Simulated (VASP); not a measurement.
# Au (I4/mmm) in VASP: a series of runs

Au is run at these levels: PBEsol; tasks: single point.

Program: VASP 6.6.1. These are calculated values, not measurements. Logs are shortened: lines on timing, memory, paths and dates and some standing lists are left out, and cuts for length are marked.

## Step 1: The cell of the first run

The structure is tetragonal, space group I4/mmm (No. 139). Conventional cell: a = 2.931 Å, b = 2.931 Å, c = 4.084 Å, α = 90.00°, β = 90.00°, γ = 90.00°. Au (site symmetry 4/mmm) has 12 Au at 2.91 to 2.93 Å within 3.8 Å.

## Step 2: Single point, PBEsol (strain +0.015 along x and y, +0.000 along z)

INCAR

```
SYSTEM = Au
  ALGO = Fast
  EDIFF = 1E-7
  ENCUT = 520
  GGA = PS
  ISIF = 2
  ISMEAR = 0
  LASPH = .TRUE.
  LCHARG = .FALSE.
  LREAL = .FALSE.
  LWAVE = .FALSE.
  NBANDS = 12
  NELM = 80
  PREC = Accurate
  SIGMA = 0.15
```

KPOINTS

```
k-points
0
G
  26 26 26
  0 0 0
```

POSCAR

```
Au
1.0
    0.0000000000      2.0725634009      2.0419343851
    2.0725634009      0.0000000000      2.0419343851
    2.0725634009      2.0725634009      0.0000000000
Au
1
Direct
    0.0000000000      0.0000000000      0.0000000000
```

Potentials or basis: VASP PAW PBE potentials, release 64 (Au).

On the command line:

```sh
$ cat potpaw_PBE.64/Au/POTCAR > POTCAR
$ mpirun -np 1 vasp_std > vasp.out
```

OUTCAR:

```text
SYSTEM = Au
   EDIFF = 1E-7
   ENCUT = 520
   GGA = PS
   ISIF = 2
   ISMEAR = 0
   LASPH = .TRUE.
   LREAL = .FALSE.
   NELM = 80
   PREC = Accurate

 ion  position               nearest neighbor table
   1  0.000  0.000  0.000-

  LATTYP: Found a body centered tetragonal cell.
 ALAT       =     2.9310472704
 C/A-ratio  =     1.3933138545

  Lattice vectors:

 A1 = (   0.0000000000,  -2.0725634009,  -2.0419343851)
 A2 = (   0.0000000000,   2.0725634009,  -2.0419343851)
 A3 = (   2.0725634009,   0.0000000000,   2.0419343851)

Analysis of symmetry for initial positions (statically):
=====================================================================
 Subroutine PRICEL returns:
 Original cell was already a primitive cell.

 Routine SETGRP: Setting up the symmetry group for a
 body centered tetragonal supercell.

 Subroutine GETGRP returns: Found 16 space group operations
 (whereof 16 operations were pure point group operations)
 out of a pool of 16 trial point group operations.

The static configuration has the point symmetry D_4h.

Analysis of symmetry for dynamics (positions and initial velocities):
=====================================================================
 Subroutine PRICEL returns:
 Original cell was already a primitive cell.

 Routine SETGRP: Setting up the symmetry group for a
 body centered tetragonal supercell.

 Subroutine GETGRP returns: Found 16 space group operations
 (whereof 16 operations were pure point group operations)
 out of a pool of 16 trial point group operations.

The dynamic configuration has the point symmetry D_4h.

 Subroutine INISYM returns: Found 16 space group operations
 (whereof 16 operations are pure point group operations),
 and found     1 'primitive' translations

----------------------------------------------------------------------------------------

                                     Primitive cell

  volume of cell :      17.5423

  direct lattice vectors                    reciprocal lattice vectors
     0.000000000  2.072563401  2.041934385    -0.241247143  0.241247143  0.244865851
     2.072563401  0.000000000  2.041934385     0.241247143 -0.241247143  0.244865851
     2.072563401  2.072563401  0.000000000     0.241247143  0.241247143 -0.244865851

  length of vectors
     2.909469897  2.909469897  2.931047270     0.419951965  0.419951965  0.419951965

  position of ions in fractional coordinates (direct lattice)
     0.000000000  0.000000000  0.000000000

  ion indices of the primitive-cell ions
   primitive index   ion index
                 1           1

----------------------------------------------------------------------------------------

 KPOINTS: k-points

Automatic generation of k-mesh.
 Grid dimensions read from file:
 generate k-points for:   26   26   26

 Generating k-lattice:

  Cartesian coordinates                     Fractional coordinates (reciprocal lattice)
    -0.009278736  0.009278736  0.009417917     0.038461538  0.000000000  0.000000000
     0.009278736 -0.009278736  0.009417917     0.000000000  0.038461538  0.000000000
     0.009278736  0.009278736 -0.009417917     0.000000000  0.000000000  0.038461538

  Length of vectors
     0.016151999  0.016151999  0.016151999

  Shift w.r.t. Gamma in fractional coordinates (k-lattice)
     0.000000000  0.000000000  0.000000000

 Subroutine IBZKPT returns following result:
 ===========================================

 Found   1330 irreducible k-points:

 Following reciprocal coordinates:
            Coordinates               Weight
  0.000000  0.000000  0.000000      1.000000
  0.038462  0.000000  0.000000      8.000000
  0.076923  0.000000  0.000000      8.000000
  0.115385  0.000000  0.000000      8.000000
  0.153846  0.000000  0.000000      8.000000
  0.192308  0.000000  0.000000      8.000000
[... 16 lines left out ...]
  0.346154  0.038462  0.000000      8.000000
  0.384615  0.038462  0.000000      8.000000
 [... further k-points ...]
   k-points           NKPTS =   1330   k-points in BZ     NKDIM =   1330   number of bands    NBANDS=     12
   number of dos      NEDOS =    301   number of ions     NIONS =      1
   total plane-waves  NPLWV =  13824
   dimension x,y,z NGX =    24 NGY =   24 NGZ =   24
   dimension x,y,z NGXF=    48 NGYF=   48 NGZF=   48
   ions per type =               1
   NGX,Y,Z   is equivalent  to a cutoff of  13.71, 13.71, 13.61 a.u.
   NGXF,Y,Z  is equivalent  to a cutoff of  27.43, 27.43, 27.23 a.u.
 SYSTEM =  Au
   PREC   = accura    normal or accurate (medium, high low for compatibility)
   ISTART =      0    job   : 0-new  1-cont  2-samecut
   ICHARG =      2    charge: 1-file 2-atom 10-const
   ISPIN  =      1    spin polarized calculation?
   LNONCOLLINEAR =      F non collinear calculations
   LSORBIT =      F    spin-orbit coupling
   LASPH  =      T    aspherical Exc in radial PAW
   ENCUT  =  520.0 eV  38.22 Ry    6.18 a.u.   5.41  5.41  5.45*2*pi/ulx,y,z
   NELM   =     80;   NELMIN=  2; NELMDL= -5     # of ELM steps
   EDIFF  = 0.1E-06   stopping-criterion for ELM
   LREAL  =      F    real-space projection
   EDIFFG = 0.1E-05   stopping-criterion for IOM
   NSW    =      0    number of steps for IOM
   IBRION =     -1    ionic relax: 0-MD 1-quasi-New 2-CG
   NFREE  =      0    steps in history (QN), initial steepest desc. (CG)
   ISIF   =      2    stress and relaxation
   ISYM   =      2    0-nonsym 1-usesym 2-fastsym
   POTIM  = 0.5000    time-step for ionic-motion
   TEBEG  =    0.0;   TEEND  =   0.0 temperature during run
   PSTRESS=    0.0 pullay stress
   NELECT =      11.0000    total number of electrons
   NUPDOWN=      -1.0000    fix difference up-down
   EMIN   =  10.00;   EMAX   =-10.00  energy-range for DOS
   EFERMI =   0.00;   METHOD = LEGACY
   ISMEAR =     0;   SIGMA  =   0.15  broadening in eV -4-tet -1-fermi 0-gaus
   EFERMI_NEDOS =   21; number of points for ismear=-14 and -15
   IALGO  =     68    algorithm
   IMIX   =      4    mixing-type and parameters
     AMIX     =   0.40;   BMIX     =  1.00
     AMIX_MAG =   1.60;   BMIX_MAG =  1.00
  volume/ion in A,a.u.               =      17.54       118.38
  Fermi-wavevector in a.u.,A,eV,Ry     =   1.401232  2.647944 26.714358  1.963450
  Thomas-Fermi vector in A             =   2.524113
   LORBIT       =      0    0 simple, 1 ext, 2 COOP (PROOUT), +10 PAW based schemes
   GGA     = PS    functional components
   LHFCALC =     F    Hartree Fock is set to
   AEXX    =    0.0000 exact exchange contribution
   IVDW    =     0    specifies the selected vdW correction
   LEPSILON=     F    determine dielectric tensor
   LRPA    =     F    only Hartree local field effects (RPA)
 non-spin polarized calculation
 RMM-DIIS sequential band-by-band and
 Gauss-broadening in eV      SIGMA  =   0.15
  energy-cutoff  :      520.00
  volume of cell :       17.54
 maximum number of plane-waves:       503
 NGX is ok and might be reduce to    24
   NGX = 11   NGY = 11   NGZ = 11

 number of electron      11.0000001 magnetization

 Free energy of the ion-electron system (eV)
  ---------------------------------------------------
  ext. energy  EPLUGINS =         0.00000000
  ---------------------------------------------------
  free energy    TOTEN  =        -3.91708083 eV

  energy without entropy =       -3.91442411  energy(sigma->0) =       -3.91575247

 E-fermi :   8.8007     XC(G=0): -12.7141

 val. band max:        8.7892961307   @ k =   0.5000   0.3462   0.1538
 cond. band min:       8.8074414464   @ k =   0.5000   0.1154   0.3077
 fundamental gap:      0.0181453157
 Fermi energy:         8.8006561757

 k-point     1 :       0.0000    0.0000    0.0000
  band No.  band energies     occupation
      1      -0.8147      2.00000
      2       4.2348      2.00000
      3       4.2348      2.00000
      4       4.3599      2.00000
      5       5.6596      2.00000
      6       5.7970      2.00000
      7      23.3398      0.00000
      8      27.0850      0.00000
      9      27.0850      0.00000
     10      27.3225      0.00000
     11      31.9430      0.00000
     12      36.1037      0.00000

 k-point     2 :       0.0385    0.0000    0.0000
  band No.  band energies     occupation
      1      -0.7642      2.00000
      2       4.2285      2.00000
      3       4.2523      2.00000
      4       4.3670      2.00000
      5       5.6525      2.00000
      6       5.7881      2.00000
      7      23.3987      0.00000
      8      26.7762      0.00000
      9      27.1428      0.00000
     10      27.3188      0.00000
     11      32.2713      0.00000
     12      35.4140      0.00000

 k-point     3 :       0.0769    0.0000    0.0000
  band No.  band energies     occupation
      1      -0.6142      2.00000
      2       4.1975      2.00000
      3       4.3016      2.00000
      4       4.4011      2.00000
      5       5.6345      2.00000
      6       5.7645      2.00000
      7      23.5575      0.00000
      8      25.9111      0.00000
      9      27.3112      0.00000
     10      27.4700      0.00000
     11      32.7130      0.00000
     12      34.5805      0.00000
[... 286 lines left out ...]
 k-point    23 :       0.3462    0.0385    0.0000
  band No.  band energies     occupation
      1       1.6043      2.00000
      2       4.3994      2.00000
      3       4.4579      2.00000
      4       4.8697      2.00000
      5       6.3003      2.00000
      6       6.4368      2.00000
      7      16.4731      0.00000
      8      23.6466      0.00000
      9      26.4336      0.00000
     10      27.7705      0.00000
     11      31.5668      0.00000
     12      31.9765      0.00000

 k-point    24 :       0.3846    0.0385    0.0000
  band No.  band energies     occupation
      1       1.7127      2.00000
      2       4.3339      2.00000
      3       4.3921      2.00000
      4       5.4699      2.00000
      5       6.6147      2.00000
      6       6.6289      2.00000
      7      15.0062      0.00000
      8      23.3228      0.00000
      9      25.9801      0.00000
     10      27.0374      0.00000
     11      32.3222      0.00000
     12      32.4681      0.00000

 [... further k-points ...]

------------------------ aborting loop because EDIFF is reached ----------------------------------------

  FORCE on cell =-STRESS in cart. coord.  units (eV):
  Direction    XX          YY          ZZ          XY          YZ          ZX
  --------------------------------------------------------------------------------------
  -------------------------------------------------------------------------------------
  Total       -0.5769166     -0.5769166     -0.5255428      0.0000000      0.0000000      0.0000000
  in kB      -52.6909729    -52.6909729    -47.9988914      0.0000000      0.0000000      0.0000000
  external PRESSURE =     -51.1269457 kB  Pullay stress =       0.0000000 kB

 VOLUME and BASIS-vectors are now :
 -----------------------------------------------------------------------------
  energy-cutoff  :      520.00
  volume of cell :       17.54
      direct lattice vectors                 reciprocal lattice vectors
     0.000000000  2.072563401  2.041934385    -0.241247143  0.241247143  0.244865851
     2.072563401  0.000000000  2.041934385     0.241247143 -0.241247143  0.244865851
     2.072563401  2.072563401  0.000000000     0.241247143  0.241247143 -0.244865851

 POSITION                                       TOTAL-FORCE (eV/Angst)
 -----------------------------------------------------------------------------------
      0.00000      0.00000      0.00000         0.000000      0.000000      0.000000
 -----------------------------------------------------------------------------------
    total drift:                                0.000000      0.000000      0.000000

  FREE ENERGIE OF THE ION-ELECTRON SYSTEM (eV)
  ---------------------------------------------------
  free  energy   TOTEN  =        -3.9170808299 eV

  energy  without entropy=       -3.9144241113  energy(sigma->0) =       -3.91575247
```

Wall time 2 min (1 thread of Intel Xeon Platinum 8488C (Sapphire Rapids), shared host); peak memory 0.38 GiB.

Results:

```
Free energy : -3.9171 eV
Pressure    : -5.1 GPa
```

Levels at points of the mesh, in eV from the Fermi level:
| k point | band 4 | band 5 | band 6 | band 7 | band 8 | band 9 |
| --- | --- | --- | --- | --- | --- | --- |
| (0.00, 0.00, 0.00) | -4.44 | -3.14 | -3.00 | 14.54 | 18.28 | 18.28 |
| (0.50, 0.00, 0.00) | -1.96 | -1.90 | -0.89 | 2.90 | 13.96 | 16.71 |
| (0.50, 0.50, 0.00) | -1.62 | -1.62 | 1.21 | 5.74 | 9.70 | 9.70 |
| (0.50, 0.00, 0.50) | -1.68 | -1.58 | 0.96 | 5.40 | 9.95 | 9.97 |

Caveat: the cell differs from its parent crystal (strain +0.015 along x and y, +0.000 along z); the PAW data sets were made with another functional, which shifts forces and pressure a little; spin-orbit coupling is left out, which moves the levels of the heavy elements.

## Step 3: Single point, PBEsol (strain +0.030 along x and y, +0.000 along z)

INCAR

```
SYSTEM = Au
PREC     = Accurate       ! precision mode
ENCUT    = 520            ! plane-wave cutoff, eV
EDIFF    = 1E-6           ! SCF threshold, eV
ISMEAR   = 0              ! smearing method
SIGMA    = 0.15           ! smearing width, eV
LREAL    = .FALSE.        ! projectors in reciprocal space
LASPH    = .TRUE.         ! aspherical terms in the spheres
NELM     = 60             ! most SCF steps
ALGO     = Fast           ! electronic algorithm
ISIF     = 2              ! what is computed and relaxed
LWAVE    = .FALSE.        ! write WAVECAR
LCHARG   = .TRUE.         ! write CHGCAR
GGA      = PS             ! functional
LELF     = .TRUE.         ! ELF
LVHAR    = .TRUE.       
NBANDS   = 12             ! bands
```

KPOINTS

```
Automatic mesh
0
G
  26 26 26
  0 0 0
```

POSCAR

```
Au
1.0
    0.0000000000      2.1031924167      2.0419343851
    2.1031924167      0.0000000000      2.0419343851
    2.1031924167      2.1031924167      0.0000000000
Au
1
Direct
    0.0000000000      0.0000000000      0.0000000000
```

Potentials or basis: VASP PAW PBE potentials, release 64 (Au).

On the command line:

```sh
$ cat potpaw_PBE.64/Au/POTCAR > POTCAR
$ mpirun -np 1 vasp_std > vasp.out
```

Run time: 1.9 min. Hardware: 1 thread of Intel Xeon Platinum 8488C (Sapphire Rapids), shared host; peak memory 0.38 GiB.

The run converged. Its results:

- Free energy: -3.8935 eV
- Pressure: -8.9 GPa

Stress tensor (GPa, compression positive):
```
-9.18  0.00  0.00
 0.00 -9.18  0.00
 0.00  0.00 -8.46
```

Levels at points of the mesh, in eV from the Fermi level:
```csv
k point,band 4,band 5,band 6,band 7,band 8,band 9
"(0.00, 0.00, 0.00)",-4.21,-3.12,-2.86,14.58,18.08,18.08
"(0.50, 0.00, 0.00)",-1.96,-1.85,-0.75,2.76,13.95,16.33
"(0.50, 0.50, 0.00)",-1.60,-1.60,1.46,5.73,9.46,9.46
"(0.50, 0.00, 0.50)",-1.71,-1.53,0.97,5.08,9.95,9.99
```

Caveat: the cell differs from its parent crystal (strain +0.030 along x and y, +0.000 along z); the PAW data sets were made with another functional, which shifts forces and pressure a little; spin-orbit coupling is left out, which moves the levels of the heavy elements.

## Step 4: Single point, PBEsol (strain +0.015 along x and y, +0.030 along z)

INCAR

```
SYSTEM = Au
  PREC = Accurate
  ENCUT = 520
  EDIFF = 1E-6
  ISMEAR = 0
  SIGMA = 0.15
  LREAL = .False.
  LASPH = .True.
  NELM = 100
  ALGO = Fast
  ISIF = 2
  LWAVE = .False.
  LCHARG = .False.
  GGA = PS
  NBANDS = 12
```

KPOINTS

```
Automatic mesh
0
Gamma
  26 26 26
  0 0 0
```

POSCAR

```
Au
1.0
    0.0000000000      2.0725634009      2.1031924167
    2.0725634009      0.0000000000      2.1031924167
    2.0725634009      2.0725634009      0.0000000000
Au
1
Direct
    0.0000000000      0.0000000000      0.0000000000
```

On the command line:

```sh
$ cat potpaw_PBE.64/Au/POTCAR > POTCAR
$ mpirun -np 1 vasp_std > vasp.out
```

Run time: 1.9 min. Hardware: 1 thread of Intel Xeon Platinum 8488C (Sapphire Rapids), shared host; peak memory 0.39 GiB.

Results (log left out):

| Item | Value |
| --- | --- |
| Free energy | -3.8939 eV |
| Pressure | -9.0 GPa |

Stress tensor (GPa, compression positive):
```
-8.85  0.00  0.00
 0.00 -8.85  0.00
 0.00  0.00 -9.28
```

Levels at points of the mesh, in eV from the Fermi level:
| k point | band 4 | band 5 | band 6 | band 7 | band 8 | band 9 |
| --- | --- | --- | --- | --- | --- | --- |
| (0.00, 0.00, 0.00) | -4.33 | -3.06 | -2.93 | 14.57 | 18.08 | 18.29 |
| (0.50, 0.00, 0.00) | -1.93 | -1.88 | -0.75 | 2.76 | 13.98 | 16.50 |
| (0.50, 0.50, 0.00) | -1.62 | -1.62 | 0.97 | 5.08 | 9.96 | 9.96 |
| (0.50, 0.00, 0.50) | -1.66 | -1.57 | 1.20 | 5.40 | 9.70 | 9.72 |

Caveat: the cell differs from its parent crystal (strain +0.015 along x and y, +0.030 along z); the PAW data sets were made with another functional, which shifts forces and pressure a little; spin-orbit coupling is left out, which moves the levels of the heavy elements.

## Step 5: Summary

| cell | further INCAR settings | gap on the mesh (eV) | pressure (GPa) |
| --- | --- | --- | --- |
| a = 2.909, b = 2.909, c = 2.931 Å, angles 59.8, 59.8, 60.5°, 1 atom | ALGO = Fast; EDIFF = 1e-07; NBANDS = 12 | none | -5.1 |
| a = 2.931, b = 2.931, c = 2.974 Å, angles 59.5, 59.5, 61.0°, 1 atom | ALGO = Fast; EDIFF = 1e-06; NBANDS = 12 | none | -8.9 |
| a = 2.953, b = 2.953, c = 2.931 Å, angles 60.2, 60.2, 59.5°, 1 atom | ALGO = Fast; EDIFF = 1e-06; NBANDS = 12 | none | -9.0 |

Alike in all rows: task single point; level PBEsol; potentials or basis VASP PAW PBE potentials, release 64 (Au); no spin polarisation; k mesh 26 × 26 × 26; cutoff (eV) 520; smearing gaussian 0.15 eV.

Caveats: the PAW data sets were made with another functional, which shifts forces and pressure a little; spin-orbit coupling is left out, which moves the levels of the heavy elements.

Absolute energies hang on the potentials; compare differences alone.
